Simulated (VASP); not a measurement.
Wanted: the native input for a VASP 6.6.1 run.

- Task: single point
- Functional: LDA
- Potentials or basis: VASP PAW LDA potentials, release 64 (Li_sv)
- Cutoff: 520 eV
- k mesh: 4 × 4 × 2
- Occupations: methfessel-paxton, width 0.2 eV
- Spin: no spin polarisation
- Dipole correction: no
- Further INCAR settings: ALGO = Normal; EDIFF = 1e-07; NBANDS = 10

The structure of Li lies in POSCAR:

```
Li
1.0
    3.0154669222      0.0000000000      0.0000000000
   -1.5077334611      2.6114757751      0.0000000000
    0.0000000000      0.0000000000      4.7526450193
Li
2
Direct
    0.3333333333      0.6666666667      0.2500000000
    0.6666666667      0.3333333333      0.7500000000
```

These files were run (other wordings do the same):

INCAR

```
SYSTEM = Li
  PREC = Accurate
  ENCUT = 520
  EDIFF = 1E-7
  ISMEAR = 1
  SIGMA = 0.2
  LREAL = .FALSE.
  LASPH = .TRUE.
  NELM = 100
  ALGO = Normal
  ISIF = 2
  LWAVE = .FALSE.
  LCHARG = .FALSE.
  GGA = CA
  NBANDS = 10
```

KPOINTS

```
Automatic mesh
0
G
  4 4 2
  0 0 0
```

Potentials or basis: VASP PAW LDA potentials, release 64 (Li_sv).

Run with:

```console
$ cat potpaw_LDA.64/Li_sv/POTCAR > POTCAR
$ mpirun -np 1 vasp_std > vasp.out
```

Results of the run:

```json
{
 "Band gap on the k mesh": "zero (band 3 reaches 1.47 eV, above the bottom of band 4 at -1.58 eV)"
}
```

Caveat: the k points lie up to 0.66 Å⁻¹ apart.

Run time: 2.8 s on 1 thread of Intel(R) Xeon(R) Platinum 8488C (Sapphire Rapids), on a shared host, peak memory 0.12 GiB.
